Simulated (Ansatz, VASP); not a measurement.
**Si63N: VASP beside Ansatz**

```
N Si
1.0
     6.65089    6.65089    3.84477
    -9.97633    3.32544    1.92239
     3.32544   -9.97633    9.61193
N Si
1 63
Direct
  0.12733 0.95407 0.95427
  0.37333 0.70730 0.70865
  0.13478 0.69686 0.20322
  0.63357 0.45457 0.45430
  0.88633 0.20322 0.20308
  0.39188 0.45727 0.95408
  0.63752 0.20074 0.70592
  0.13202 0.45497 0.45492
  0.37966 0.19722 0.19760
  0.13592 0.20980 0.70433
  0.88589 0.95662 0.44955
  0.62759 0.95644 0.95789
  0.88868 0.71099 0.71105
  0.38134 0.95287 0.45940
  0.63278 0.71158 0.20243
  0.88048 0.44693 0.95516
  0.11433 0.52838 0.04432
  0.37023 0.29803 0.79351
  0.61781 0.04338 0.54488
  0.11874 0.29424 0.29547
  0.32762 0.03263 0.03226
  0.11647 0.04905 0.54416
  0.87048 0.80004 0.28682
  0.61147 0.79772 0.79635
  0.86740 0.54860 0.54830
  0.36567 0.79431 0.29856
  0.62703 0.55567 0.04469
  0.11399 0.81919 0.82099
  0.36459 0.54848 0.54811
  0.87009 0.28701 0.79853
  0.61537 0.29451 0.29262
  0.86934 0.04257 0.04229
  0.05711 0.11062 0.95328
  0.28345 0.88875 0.71474
  0.54465 0.63419 0.45597
  0.05612 0.88172 0.19449
  0.29217 0.62926 0.95736
  0.04268 0.63579 0.45557
  0.79484 0.38365 0.20402
  0.55053 0.38359 0.70459
  0.79415 0.13538 0.45422
  0.29838 0.38301 0.20513
  0.52921 0.13260 0.95745
  0.04168 0.38862 0.70884
  0.29700 0.13438 0.45527
  0.79440 0.88297 0.70429
  0.53672 0.88856 0.20530
  0.80990 0.63845 0.95200
  0.19648 0.62457 0.80330
  0.45633 0.36741 0.54547
  0.70511 0.11732 0.29353
  0.21340 0.35134 0.04066
  0.45562 0.11667 0.79464
  0.20883 0.11401 0.29375
  0.97876 0.87458 0.03180
  0.70952 0.86517 0.54212
  0.95372 0.61773 0.29393
  0.43923 0.86795 0.04446
  0.70546 0.61760 0.79476
  0.19965 0.86820 0.55058
  0.45850 0.61646 0.29462
  0.95408 0.36746 0.54655
  0.69790 0.36502 0.04551
  0.96600 0.10836 0.79595
```

Alike in both runs: functional PBE; k mesh 1 × 1 × 1; occupations gaussian, width 0.05 eV; collinear spin.

Ansatz relaxed the structure, and its values are those at the end. VASP's run is a single point on that final structure, the one shown.

|  | VASP | Ansatz |
| --- | --- | --- |
| version | VASP 6.6.1 | Ansatz 0.2.0 |
| potentials or method | VASP PAW PBE potentials, release 64 (N, Si), cutoff 520 eV | scalar-relativistic, plane waves, PAW |
| valence electrons in the cell | 257 | 257 |

```tsv
	VASP	Ansatz	Ansatz less VASP
rms of the force components (eV/Å)	0.008	0.008	-0.0003
net moment per atom (μB)	0.02	0.02	0.000
size of the moment on the site where the two differ most (μB)	0.05	0.03	-0.013
```

Site moments also hang on the region over which each program counts them. The functional is the same, so the differences come from potentials, cutoffs and numerics.
